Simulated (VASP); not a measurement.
A run of VASP 6.6.1:

The input INCAR:

```
SYSTEM = MgI2
  PREC = Accurate
  ENCUT = 520
  EDIFF = 1E-6
  ISMEAR = 0
  SIGMA = 0.05
  LREAL = .False.
  LASPH = .True.
  NELM = 80
  ALGO = Normal
  ISIF = 2
  LWAVE = .False.
  LCHARG = .False.
  GGA = PE
  NBANDS = 15
```

File KPOINTS:

```
Automatic mesh
0
Gamma
  6 6 4
  0 0 0
```

Contents of POSCAR:

```
MgI2
1.0
    4.2072027146      0.0000000000     -0.4627922986
   -2.1036013573      3.6435444297      0.2313961493
   -0.8592895233      0.0000000000      7.7078270244
Mg I
1 2
Direct
    0.0000000000      0.0000000000      0.0000000000
    0.2472294409      0.6685756262      0.7802488777
    0.7527705591      0.3314243738      0.2197511223
```

Potentials or basis: VASP PAW PBE potentials, release 64 (Mg, I).

Launch:

```bash
$ cat potpaw_PBE.64/Mg/POTCAR potpaw_PBE.64/I/POTCAR > POTCAR
$ mpirun -np 1 vasp_std > vasp.out
```

Hardware: 1 thread of Intel(R) Xeon(R) 6975P-C (Granite Rapids) (shared host).

Question: How long does it take, and how much memory?

Answer: Run time: 39 s on 1 thread of Intel(R) Xeon(R) 6975P-C (Granite Rapids) (shared host), peak memory 0.32 GiB. Counts: scf iterations 12, k points 76.
